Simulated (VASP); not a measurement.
Input of a VASP 6.6.1 run:

Contents of INCAR:

```
PREC = Accurate
ENCUT = 520
EDIFF = 1E-8
ISMEAR = -1
SIGMA = 0.05
LREAL = F
LASPH = T
NELM = 100
ALGO = Normal
ISIF = 2
LWAVE = F
LCHARG = F
GGA = CA
LEFG = T
NBANDS = 16
```

The input KPOINTS:

```
Automatic mesh
0
Gamma
  12 12 12
```

File POSCAR:

```
NaAg
1.0
    0.0000000000      2.8822804510      2.8822804510
    2.8822804510      0.0000000000      2.8822804510
    2.8822804510      2.8822804510      0.0000000000
Na Ag
1 1
Direct
    0.0000000000      0.0000000000      0.0000000000
    0.5000000000      0.5000000000      0.5000000000
```

Potentials or basis: VASP PAW LDA potentials, release 64 (Na_pv, Ag).

Launch:

```console
$ cat potpaw_LDA.64/Na_pv/POTCAR potpaw_LDA.64/Ag/POTCAR > POTCAR
$ mpirun -np 1 vasp_std > vasp.out
```

**Question.** Predict the pressure.

**Answer.** 0.0 GPa.

**Question.** Estimate the band gap on the k mesh.

**Answer.** Zero (band 9 reaches 2.68 eV, above the bottom of band 10 at 2.08 eV).

Caveat: without QUAD_EFG the Cq values of the log hold for a quadrupole moment of 1 mb, not for the nuclei.
